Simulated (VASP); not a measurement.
Input of a VASP 6.6.1 run:

The input INCAR:

```
SYSTEM = Al3Ru2
ALGO = Fast
EDIFF = 1E-6
ENCUT = 520
GGA = PS
ISIF = 2
ISMEAR = 0
LASPH = .TRUE.
LCHARG = .TRUE.
LELF = .TRUE.
LREAL = .FALSE.
LVHAR = .TRUE.
LWAVE = .FALSE.
NBANDS = 48
NELM = 80
PREC = Accurate
SIGMA = 0.1
```

The input KPOINTS:

```
k-points
0
G
  12 12 4
  0 0 0
```

File POSCAR:

```
Al3Ru2
1.0
    2.9811619142      0.0000000000      0.0000000000
    0.0000000000      2.9811619142      0.0000000000
    0.0000000000      0.0000000000     13.8241147430
Al Ru
6 4
Direct
    0.0000000000      0.0000000000      0.0000000000
    0.5000000000      0.5000000000      0.3044705490
    0.0000000000      0.0000000000      0.1955294510
    0.5000000000      0.5000000000      0.5000000000
    0.0000000000      0.0000000000      0.8044705490
    0.5000000000      0.5000000000      0.6955294510
    0.5000000000      0.5000000000      0.1053823218
    0.0000000000      0.0000000000      0.3946176782
    0.0000000000      0.0000000000      0.6053823218
    0.5000000000      0.5000000000      0.8946176782
```

Potentials or basis: VASP PAW PBE potentials, release 64 (Al, Ru_pv).

The run is started by

```sh
$ cat potpaw_PBE.64/Al/POTCAR potpaw_PBE.64/Ru_pv/POTCAR > POTCAR
$ mpirun -np 1 vasp_std > vasp.out
```

(1) Estimate the largest force.

(2) Estimate the band gap on the k mesh.

## Answers

(1) 0.011 eV/Å.

(2) zero (band 37 reaches 13.11 eV, above the bottom of band 38 at 11.04 eV).

Caveat: the cell differs from its parent crystal (equal strain along all axes, cell held: -3.0 %, then relaxed in part); the PAW data sets were made with another functional, which shifts forces and pressure a little.
